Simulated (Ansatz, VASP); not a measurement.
## Au3C: VASP beside Ansatz

The input INCAR:

```
PREC = Accurate ; ENCUT = 520
EDIFF = 1E-6 ; ISMEAR = 0
SIGMA = 0.1 ; LREAL = F
LASPH = T ; NELM = 60
ALGO = Normal ; ISIF = 2
LWAVE = F ; LCHARG = F
LDIPOL = T ; IDIPOL = 3
DIPOL = 0.5 0.5 0.359 ; GGA = PE
NBANDS = 26
```

KPOINTS

```
regular mesh
0
Gamma
  9 9 1
```

POSCAR

```
Au3C
1.0
    2.9402049748      0.0000000000      0.0000000000
   -1.4701024874      2.5462922005      0.0000000000
    0.0000000000      0.0000000000     21.8974947720
Au C
3 1
Direct
    0.6666666667      0.3333333333      0.1826692981
    0.3333333333      0.6666666667      0.2945190844
    0.0000000000      0.0000000000      0.4063247812
    0.4444444444     -0.4444444444      0.5510901999
```

Input for Ansatz:

```yaml
crystal:
  lattice:
    - [2.9402049748, 0.0, 0.0]
    - [-1.4701024874, 2.5462922005, 0.0]
    - [0.0, 0.0, 21.897494772]
  atoms:
    - { symbol: Au, position: [0.6666666667, 0.3333333333, 0.1826692981] }
    - { symbol: Au, position: [0.3333333333, 0.6666666667, 0.2945190844] }
    - { symbol: Au, position: [0.0, 0.0, 0.4063247812] }
    - { symbol: C, position: [0.4444444444, -0.4444444444, 0.5510901999] }
basis:
  ecutwfc: 420
kpoints:
  mp_grid: { grid: [9, 9, 1] }
hamiltonian:
  xc: pbe
scf:
  occupations: { method: gaussian, width: 0.1 }
output:
  forces: true
  eigenvalues: true
efield:
  axis: 3
  dipole_correction: true
  ramp_width: 0.04
```

Alike in both runs: task single point; functional PBE; k mesh 9 × 9 × 1; occupations gaussian, width 0.1 eV; no spin polarisation.

|  | VASP | Ansatz |
| --- | --- | --- |
| version | VASP 6.6.1 | Ansatz 0.2.0 |
| potentials or method | VASP PAW PBE potentials, release 64 (Au, C), cutoff 520 eV | scalar-relativistic, plane waves, PAW |
| valence electrons in the cell | 37 | 61 |

|  | VASP | Ansatz | Ansatz less VASP |
| --- | --- | --- | --- |
| gap on the k mesh at the Fermi level (eV) | none | none | - |
| rms of the force components (eV/Å) | 0.173 | 0.174 | +0.0010 |

Atom by atom the forces differ by 0.003 eV/Å (rms over components). A gap of «none» marks a metal or a gap that the smearing closes. VASP's potentials hold 37 valence electrons a cell and Ansatz's 61, so a difference there can come from the potentials and not from the codes.

Spin-orbit coupling is off throughout.
